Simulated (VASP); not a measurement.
# CdGa2 (Fm-3m) in VASP: further runs

CdGa2 is run at these levels: PBE; tasks: single point, relaxation of cell and atoms.

All numbers are computed with VASP 6.6.1; they aren't measurements. Logs are shortened: lines on timing, memory, paths and dates and some standing lists are left out, and cuts for length are marked.

## (1) The cell of the first run

Symmetry: Fm-3m, No. 225, cubic system. Conventional cell: a = 6.136 Å, b = 6.136 Å, c = 6.136 Å, α = 90.00°, β = 90.00°, γ = 90.00°. Within 3.5 Å of Cd (site symmetry m-3m) lie 8 Ga at 2.66 Å. Ga (site symmetry -43m) has 4 Cd at 2.66 Å and 6 Ga at 3.07 Å within 3.5 Å.

## (2) Single point, PBE

Contents of INCAR:

```
PREC     = Accurate       # precision mode
ENCUT    = 520            # plane-wave cutoff, eV
EDIFF    = 1E-7           # SCF threshold, eV
ISMEAR   = 0              # smearing method
SIGMA    = 0.1            # smearing width, eV
LREAL    = False          # projectors in reciprocal space
LASPH    = True           # aspherical terms in the spheres
NELM     = 80             # most SCF steps
ALGO     = Fast           # electronic algorithm
ISIF     = 2              # what is computed and relaxed
LWAVE    = False          # write WAVECAR
LCHARG   = True           # write CHGCAR
GGA      = PE             # functional
LELF     = True           # ELF
LVHAR    = True         
NBANDS   = 26             # bands
```

Contents of KPOINTS:

```
Automatic mesh
0
Gamma
  6 6 6
```

Contents of POSCAR:

```
CdGa2
1.0
    0.0000000000      3.0681489794      3.0681489794
    3.0681489794      0.0000000000      3.0681489794
    3.0681489794      3.0681489794      0.0000000000
Cd Ga
1 2
Direct
    0.0000000000      0.0000000000      0.0000000000
    0.2500000000      0.2500000000      0.2500000000
    0.7500000000      0.7500000000      0.7500000000
```

Potentials or basis: VASP PAW PBE potentials, release 64 (Cd, Ga_d).

Command:

```bash
> cat potpaw_PBE.64/Cd/POTCAR potpaw_PBE.64/Ga_d/POTCAR > POTCAR
> mpirun -np 1 vasp_std > vasp.out
```

OUTCAR:

```text
PREC = Accurate
   ENCUT = 520
   EDIFF = 1E-7
   ISMEAR = 0
   LREAL = False
   LASPH = True
   NELM = 80
   ISIF = 2
   GGA = PE

 ion  position               nearest neighbor table
   1  0.000  0.000  0.000-   3 2.66   3 2.66   3 2.66   2 2.66   3 2.66   2 2.66   2 2.66   2 2.66

   2  0.250  0.250  0.250-   1 2.66   1 2.66   1 2.66   1 2.66
   3  0.750  0.750  0.750-   1 2.66   1 2.66   1 2.66   1 2.66

  LATTYP: Found a face centered cubic cell.
 ALAT       =     6.1362979588

  Lattice vectors:

 A1 = (   0.0000000000,   3.0681489794,   3.0681489794)
 A2 = (   3.0681489794,   0.0000000000,   3.0681489794)
 A3 = (   3.0681489794,   3.0681489794,   0.0000000000)

Analysis of symmetry for initial positions (statically):
=====================================================================
 Subroutine PRICEL returns:
 Original cell was already a primitive cell.

 Routine SETGRP: Setting up the symmetry group for a
 face centered cubic supercell.

 Subroutine GETGRP returns: Found 48 space group operations
 (whereof 48 operations were pure point group operations)
 out of a pool of 48 trial point group operations.

The static configuration has the point symmetry O_h .

Analysis of symmetry for dynamics (positions and initial velocities):
=====================================================================
 Subroutine PRICEL returns:
 Original cell was already a primitive cell.

 Routine SETGRP: Setting up the symmetry group for a
 face centered cubic supercell.

 Subroutine GETGRP returns: Found 48 space group operations
 (whereof 48 operations were pure point group operations)
 out of a pool of 48 trial point group operations.

The dynamic configuration has the point symmetry O_h .

 Subroutine INISYM returns: Found 48 space group operations
 (whereof 48 operations are pure point group operations),
 and found     1 'primitive' translations

----------------------------------------------------------------------------------------

                                     Primitive cell

  volume of cell :      57.7643

  direct lattice vectors                    reciprocal lattice vectors
     0.000000000  3.068148979  3.068148979    -0.162964707  0.162964707  0.162964707
     3.068148979  0.000000000  3.068148979     0.162964707 -0.162964707  0.162964707
     3.068148979  3.068148979  0.000000000     0.162964707  0.162964707 -0.162964707

  length of vectors
     4.339017898  4.339017898  4.339017898     0.282263153  0.282263153  0.282263153

  position of ions in fractional coordinates (direct lattice)
     0.000000000  0.000000000  0.000000000
     0.250000000  0.250000000  0.250000000
     0.750000000  0.750000000  0.750000000

  ion indices of the primitive-cell ions
   primitive index   ion index
                 1           1
                 2           2
                 3           3

----------------------------------------------------------------------------------------

 KPOINTS: Automatic mesh

Automatic generation of k-mesh.
 Grid dimensions read from file:
 generate k-points for:    6    6    6

 Generating k-lattice:

  Cartesian coordinates                     Fractional coordinates (reciprocal lattice)
    -0.027160785  0.027160785  0.027160785     0.166666667  0.000000000  0.000000000
     0.027160785 -0.027160785  0.027160785     0.000000000  0.166666667  0.000000000
     0.027160785  0.027160785 -0.027160785     0.000000000  0.000000000  0.166666667

  Length of vectors
     0.047043859  0.047043859  0.047043859

  Shift w.r.t. Gamma in fractional coordinates (k-lattice)
     0.000000000  0.000000000  0.000000000

 Subroutine IBZKPT returns following result:
 ===========================================

 Found     16 irreducible k-points:

 Following reciprocal coordinates:
            Coordinates               Weight
  0.000000  0.000000  0.000000      1.000000
  0.166667  0.000000  0.000000      8.000000
  0.333333  0.000000  0.000000      8.000000
  0.500000  0.000000  0.000000      4.000000
  0.166667  0.166667  0.000000      6.000000
  0.333333  0.166667  0.000000     24.000000
[... 8 lines left out ...]
 -0.333333  0.333333  0.166667     24.000000
 -0.333333  0.500000  0.166667     12.000000
   k-points           NKPTS =     16   k-points in BZ     NKDIM =     16   number of bands    NBANDS=     26
   number of dos      NEDOS =    301   number of ions     NIONS =      3
   total plane-waves  NPLWV =  32768
   dimension x,y,z NGX =    32 NGY =   32 NGZ =   32
   dimension x,y,z NGXF=    64 NGYF=   64 NGZF=   64
   ions per type =               1   2
   NGX,Y,Z   is equivalent  to a cutoff of  12.26, 12.26, 12.26 a.u.
   NGXF,Y,Z  is equivalent  to a cutoff of  24.52, 24.52, 24.52 a.u.
 SYSTEM =  unknown system
   PREC   = accura    normal or accurate (medium, high low for compatibility)
   ISTART =      0    job   : 0-new  1-cont  2-samecut
   ICHARG =      2    charge: 1-file 2-atom 10-const
   ISPIN  =      1    spin polarized calculation?
   LNONCOLLINEAR =      F non collinear calculations
   LSORBIT =      F    spin-orbit coupling
   LASPH  =      T    aspherical Exc in radial PAW
   ENCUT  =  520.0 eV  38.22 Ry    6.18 a.u.   8.07  8.07  8.07*2*pi/ulx,y,z
   NELM   =     80;   NELMIN=  2; NELMDL= -5     # of ELM steps
   EDIFF  = 0.1E-06   stopping-criterion for ELM
   LREAL  =      F    real-space projection
   EDIFFG = 0.1E-05   stopping-criterion for IOM
   NSW    =      0    number of steps for IOM
   IBRION =     -1    ionic relax: 0-MD 1-quasi-New 2-CG
   NFREE  =      0    steps in history (QN), initial steepest desc. (CG)
   ISIF   =      2    stress and relaxation
   ISYM   =      2    0-nonsym 1-usesym 2-fastsym
   POTIM  = 0.5000    time-step for ionic-motion
   TEBEG  =    0.0;   TEEND  =   0.0 temperature during run
   PSTRESS=    0.0 pullay stress
   NELECT =      38.0000    total number of electrons
   NUPDOWN=      -1.0000    fix difference up-down
   EMIN   =  10.00;   EMAX   =-10.00  energy-range for DOS
   EFERMI =   0.00;   METHOD = LEGACY
   ISMEAR =     0;   SIGMA  =   0.10  broadening in eV -4-tet -1-fermi 0-gaus
   EFERMI_NEDOS =   21; number of points for ismear=-14 and -15
   IALGO  =     68    algorithm
   IMIX   =      4    mixing-type and parameters
     AMIX     =   0.40;   BMIX     =  1.00
     AMIX_MAG =   1.60;   BMIX_MAG =  1.00
  volume/ion in A,a.u.               =      19.25       129.94
  Fermi-wavevector in a.u.,A,eV,Ry     =   1.423802  2.690596 27.581894  2.027212
  Thomas-Fermi vector in A             =   2.544361
   LORBIT       =      0    0 simple, 1 ext, 2 COOP (PROOUT), +10 PAW based schemes
   GGA     = PE    functional components
   LHFCALC =     F    Hartree Fock is set to
   AEXX    =    0.0000 exact exchange contribution
   IVDW    =     0    specifies the selected vdW correction
   LEPSILON=     F    determine dielectric tensor
   LRPA    =     F    only Hartree local field effects (RPA)
 non-spin polarized calculation
 RMM-DIIS sequential band-by-band and
 Gauss-broadening in eV      SIGMA  =   0.10
  energy-cutoff  :      520.00
  volume of cell :       57.76
 maximum number of plane-waves:      1588
   NGX = 17   NGY = 17   NGZ = 17

 number of electron      37.9999988 magnetization

 Free energy of the ion-electron system (eV)
  ---------------------------------------------------
  ext. energy  EPLUGINS =         0.00000000
  ---------------------------------------------------
  free energy    TOTEN  =        -5.78410838 eV

  energy without entropy =       -5.77529438  energy(sigma->0) =       -5.77970138

 E-fermi :   4.8992     XC(G=0): -10.9799

 val. band max:        4.8066815344   @ k =  -0.3333   0.3333   0.0000
 cond. band min:       4.9284111767   @ k =   0.5000   0.0000   0.0000
 fundamental gap:      0.1217296423
 Fermi energy:         4.8991724052

 k-point     1 :       0.0000    0.0000    0.0000
  band No.  band energies     occupation
      1     -10.4587      2.00000
      2     -10.4587      2.00000
      3     -10.3904      2.00000
      4     -10.3904      2.00000
      5     -10.3904      2.00000
      6     -10.2547      2.00000
[... 18 lines left out ...]
     25      10.3949      0.00000
     26      10.3973      0.00000

 k-point     2 :       0.1667    0.0000    0.0000
  band No.  band energies     occupation
      1     -10.4370      2.00000
      2     -10.4370      2.00000
      3     -10.3909      2.00000
      4     -10.3812      2.00000
      5     -10.3812      2.00000
      6     -10.2630      2.00000
[... 18 lines left out ...]
     25      10.4304      0.00000
     26      10.4304      0.00000

 k-point     3 :       0.3333    0.0000    0.0000
  band No.  band energies     occupation
      1     -10.3794      2.00000
      2     -10.3794      2.00000
      3     -10.3760      2.00000
      4     -10.3559      2.00000
      5     -10.3559      2.00000
      6     -10.2865      2.00000
[... 18 lines left out ...]
     25      12.2023      0.00000
     26      12.2023      0.00000

 k-point     4 :       0.5000    0.0000    0.0000
  band No.  band energies     occupation
      1     -10.3511      2.00000
      2     -10.3297      2.00000
      3     -10.3297      2.00000
      4     -10.3174      2.00000
      5     -10.3174      2.00000
      6     -10.3066      2.00000
[... 18 lines left out ...]
     25      14.1549      0.00000
     26      14.4605      0.00000
[... 264 lines left out ...]
      1     -10.4070      2.00000
      2     -10.3977      2.00000
      3     -10.3393      2.00000
      4     -10.3260      2.00000
      5     -10.3215      2.00000
      6     -10.3182      2.00000
[... 18 lines left out ...]
     25      13.5422      0.00000
     26      14.5397      0.00000

 k-point    15 :      -0.3333    0.3333    0.1667
  band No.  band energies     occupation
      1     -10.3794      2.00000
      2     -10.3730      2.00000
      3     -10.3686      2.00000
      4     -10.3532      2.00000
      5     -10.3174      2.00000
      6     -10.3114      2.00000
[... 18 lines left out ...]
     25      11.8412      0.00000
     26      15.6722      0.00000

 k-point    16 :      -0.3333    0.5000    0.1667
  band No.  band energies     occupation
      1     -10.4047      2.00000
      2     -10.3987      2.00000
      3     -10.3725      2.00000
      4     -10.3345      2.00000
      5     -10.3202      2.00000
      6     -10.3100      2.00000
[... 18 lines left out ...]
     25      13.9170      0.00000
     26      16.0733      0.00000

------------------------ aborting loop because EDIFF is reached ----------------------------------------

  FORCE on cell =-STRESS in cart. coord.  units (eV):
  Direction    XX          YY          ZZ          XY          YZ          ZX
  --------------------------------------------------------------------------------------
  -------------------------------------------------------------------------------------
  Total        4.1841369      4.1841369      4.1841369      0.0000000      0.0000000     -0.0000000
  in kB      116.0532050    116.0532050    116.0532050      0.0000000      0.0000000     -0.0000000
  external PRESSURE =     116.0532050 kB  Pullay stress =       0.0000000 kB

 VOLUME and BASIS-vectors are now :
 -----------------------------------------------------------------------------
  energy-cutoff  :      520.00
  volume of cell :       57.76
      direct lattice vectors                 reciprocal lattice vectors
     0.000000000  3.068148979  3.068148979    -0.162964707  0.162964707  0.162964707
     3.068148979  0.000000000  3.068148979     0.162964707 -0.162964707  0.162964707
     3.068148979  3.068148979  0.000000000     0.162964707  0.162964707 -0.162964707

 POSITION                                       TOTAL-FORCE (eV/Angst)
 -----------------------------------------------------------------------------------
      0.00000      0.00000      0.00000        -0.000000      0.000000     -0.000000
      1.53407      1.53407      1.53407         0.000000      0.000000     -0.000000
      4.60222      4.60222      4.60222        -0.000000     -0.000000      0.000000
 -----------------------------------------------------------------------------------
    total drift:                                0.000000     -0.000000      0.000000

  FREE ENERGIE OF THE ION-ELECTRON SYSTEM (eV)
  ---------------------------------------------------
  free  energy   TOTEN  =        -5.7841083822 eV

  energy  without entropy=       -5.7752943799  energy(sigma->0) =       -5.77970138
```

It took 49 s on 1 thread of Oxide Virtual Turin-like, shared host; peak memory 0.14 GiB.

What came out:

```yaml
Free_energy: -5.7841 eV
Pressure: 11.6 GPa
Band_gap_on_the_k_mesh: zero (bands 19 and 20 overlap by 4.16 eV)
```

Caveat: the cell stands under pressure.

## (3) Single point, PBE

This run uses another cell than the first one, of 22.60 Å³/atom.

Contents of INCAR:

```
PREC     = Accurate       # precision mode
ENCUT    = 520            # plane-wave cutoff, eV
EDIFF    = 1E-6           # SCF threshold, eV
ISMEAR   = 0              # smearing method
SIGMA    = 0.1            # smearing width, eV
LREAL    = False          # projectors in reciprocal space
LASPH    = True           # aspherical terms in the spheres
NELM     = 100            # most SCF steps
ALGO     = Normal         # electronic algorithm
ISIF     = 2              # what is computed and relaxed
LWAVE    = False          # write WAVECAR
LCHARG   = False          # write CHGCAR
GGA      = PE             # functional
NBANDS   = 26             # bands
```

KPOINTS is that of step 2.

Contents of POSCAR:

```
CdGa2
1.0
    0.0000000000      3.2364419439      3.2364419439
    3.2364419439      0.0000000000      3.2364419439
    3.2364419439      3.2364419439      0.0000000000
Cd Ga
1 2
Direct
    0.0000000000      0.0000000000      0.0000000000
    0.2500000000      0.2500000000      0.2500000000
    0.7500000000      0.7500000000      0.7500000000
```

Potentials or basis: VASP PAW PBE potentials, release 64 (Cd, Ga_d).

Command:

```bash
> cat potpaw_PBE.64/Cd/POTCAR potpaw_PBE.64/Ga_d/POTCAR > POTCAR
> mpirun -np 1 vasp_std > vasp.out
```

Wall time 39 s (1 thread of Oxide Virtual Turin-like, shared host); peak memory 0.17 GiB.

It converged, with:

| Item | Value |
| --- | --- |
| Free energy | -6.1104 eV |
| Pressure | 0.5 GPa |
| Band gap on the k mesh | zero (bands 19 and 20 overlap by 3.47 eV) |

Levels at points of the mesh, in eV from the Fermi level:
```tsv
k point	band 15	band 16	band 17	band 18	band 19	band 20	band 21	band 22	band 23	band 24
(0.00, 0.00, 0.00)	-8.99	-8.99	-1.67	1.39	1.39	1.39	2.75	2.75	2.75	4.59
(0.50, 0.00, 0.00)	-8.99	-6.93	-6.79	0.14	0.19	0.19	1.93	2.04	2.04	8.34
(0.50, 0.50, 0.00)	-8.97	-6.88	-5.02	-3.27	-2.08	-2.08	1.84	6.98	6.98	8.13
```

## (4) Relaxation of cell and atoms, PBE

Contents of INCAR:

```
  PREC = Accurate
  ENCUT = 600
  EDIFF = 1E-6
  ISMEAR = 0
  SIGMA = 0.1
  LREAL = False
  LASPH = True
  NELM = 100
  ALGO = Fast
  ISIF = 3
  LWAVE = False
  LCHARG = False
  GGA = PE
  IBRION = 2
  NSW = 90
  EDIFFG = -0.04
```

Contents of KPOINTS:

```
regular mesh
0
Gamma
  6 6 6
```

Contents of POSCAR:

```
CdGa2
1.0
    0.0000000000      3.0681489794      3.0681489794
    3.0681489794      0.0000000000      3.0681489794
    3.0681489794      3.0681489794      0.0000000000
Cd Ga
1 2
Direct
    0.0000000000      0.0000000000      0.0000000000
    0.2500000000      0.2500000000      0.2500000000
    0.7500000000      0.7500000000      0.7500000000
```

Command:

```bash
> cat potpaw_PBE.64/Cd/POTCAR potpaw_PBE.64/Ga_d/POTCAR > POTCAR
> mpirun -np 1 vasp_std > vasp.out
```

Run time: 97 s. Hardware: 1 thread of Oxide Virtual Turin-like, shared host; peak memory 0.19 GiB.

Results (log left out):

```
Free energy                           : -6.1090 eV
Relaxed volume                        : 23.10 Å³/atom
Relaxed cell                          : a = 4.610 Å, b = 4.610 Å, c = 4.610 Å, α = 60.00°, β = 60.00°, γ = 60.00°
Space group after relaxing (to 0.1 Å) : Fm-3m (No. 225)
Energy gained by relaxing             : 108.5 meV/atom
Ionic steps                           : 3
Pressure after relaxing               : -0.1 GPa
Band gap on the k mesh                : zero (bands 19 and 20 overlap by 3.38 eV)
```

Step by step:
```tsv
step	energy change (eV)	largest force (eV/Å)	pressure (GPa)	volume (Å³)
1	0.0000	0.0000	11.53	57.76
2	-0.3244	0.0000	-0.31	70.14
3	-0.3254	0.0000	-0.06	69.29
```

Final structure:
```cif
data_structure
_symmetry_space_group_name_H-M 'P 1'
_symmetry_Int_Tables_number 1
_cell_length_a 4.6104
_cell_length_b 4.6104
_cell_length_c 4.6104
_cell_angle_alpha 60.000
_cell_angle_beta 60.000
_cell_angle_gamma 60.000
_cell_volume 69.29
loop_
_atom_site_label
_atom_site_type_symbol
_atom_site_fract_x
_atom_site_fract_y
_atom_site_fract_z
_atom_site_occupancy
Cd1 Cd 0.00000 0.00000 0.00000 1
Ga1 Ga 0.25000 0.25000 0.25000 1
Ga2 Ga 0.75000 0.75000 0.75000 1
```

Levels at points of the mesh, in eV from the Fermi level:
```
           k point  band 16  band 17  band 18  band 19  band 20  band 21  band 22  band 23
(0.00, 0.00, 0.00)    -8.93    -1.75     1.37     1.37     1.37     2.73     2.73     2.73
(0.50, 0.00, 0.00)    -6.85    -6.70     0.05     0.21     0.21     1.89     2.03     2.03
(0.50, 0.50, 0.00)    -6.80    -4.94    -3.32    -2.01    -2.01     1.84     6.85     6.85
```

Caveat: the volume moved by over 15 % at a fixed basis, so the end points are rough.

## (5) Overview

```tsv
task	cell	cutoff (eV)	gap on the mesh (eV)	pressure (GPa)
single point	a = 4.339 Å, angles 60.0°, 3 atoms	520	none	11.6
single point	a = 4.577 Å, angles 60.0°, 3 atoms	520	none	0.5
relaxation of cell and atoms	relaxed from a = 4.339 Å, angles 60.0°, 3 atoms	600	none	-0.1
```

Alike in all rows: level PBE; potentials or basis VASP PAW PBE potentials, release 64 (Cd, Ga_d); no spin polarisation; k mesh 6 × 6 × 6; smearing gaussian 0.1 eV.

Caveats: the cell stands under pressure (at least some runs); the volume moved by over 15 % at a fixed basis, so the end points are rough (at least some runs).

Absolute energies hang on the potentials; compare differences alone.

The gap in the log of VASP goes by the Fermi energy; the results here count the filled bands.